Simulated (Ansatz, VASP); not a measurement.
## One calculation of W, two programs

INCAR

```
PREC = Accurate
ENCUT = 500
EDIFF = 1E-6
ISMEAR = 0
SIGMA = 0.15
LREAL = False
LASPH = True
NELM = 120
ALGO = Normal
ISIF = 2
LWAVE = False
LCHARG = False
GGA = CA
NBANDS = 21
GGA_COMPAT = False
```

File KPOINTS:

```
Automatic mesh
0
Gamma
  16 16 12
```

The input POSCAR:

```
W
1.0
    0.0000000000     -1.9864787844     -1.9864787844
    0.0000000000      1.9864787844     -1.9864787844
    3.9729575688      0.0000000000      0.0000000000
W
2
Direct
    0.5101687469      0.4898312531      0.4965768575
   -0.0101687469      0.0101687469      0.0034231425
```

Input for Ansatz:

```yaml
crystal:
  lattice:
    - [0.0, -1.9864787844, -1.9864787844]
    - [0.0, 1.9864787844, -1.9864787844]
    - [3.9729575688, 0.0, 0.0]
  atoms:
    - { symbol: W, position: [0.5101687469, 0.4898312531, 0.4965768575] }
    - { symbol: W, position: [-0.0101687469, 0.0101687469, 0.0034231425] }
basis:
  ecutwfc: 420
kpoints:
  mp_grid: { grid: [16, 16, 12] }
hamiltonian:
  xc: lda
  pseudopotentials: { kind: paw, azcp: { folder: soft_1 } }
scf:
  occupations: { method: gaussian, width: 0.15 }
output:
  forces: true
  stress: true
  eigenvalues: true
```

Change from the starting cell: mode 4 frozen in at -0.040 Å and mode 6 at -0.014 Å (largest displacements).

Alike in both runs: task single point; functional LDA; k mesh 16 × 16 × 12; occupations gaussian, width 0.15 eV; no spin polarisation.

|  | VASP | Ansatz |
| --- | --- | --- |
| version | VASP 6.6.1 | Ansatz 0.2.0 |
| potentials or method | VASP PAW LDA potentials, release 64 (W_sv), cutoff 500 eV | scalar-relativistic, plane waves, PAW |
| valence electrons in the cell | 28 | 28 |

```csv
,VASP,Ansatz,Ansatz less VASP
gap on the k mesh at the Fermi level (eV),none,none,-
pressure (GPa),2.1,0.4,-1.71
"traceless stress, the component that is largest in VASP (GPa)",-0.59,-0.60,-0.008
rms of the force components (eV/Å),0.310,0.303,-0.0069
```

Ansatz warns that its potentials were made for another functional, while VASP's fit it. LDA's correlation is that of Perdew and Zunger in VASP and of Perdew and Wang (1992) in Ansatz. Atom by atom the forces differ by 0.007 eV/Å (rms over components). A gap of «none» marks a metal or a gap that the smearing closes.

Neither program's run includes spin-orbit coupling.
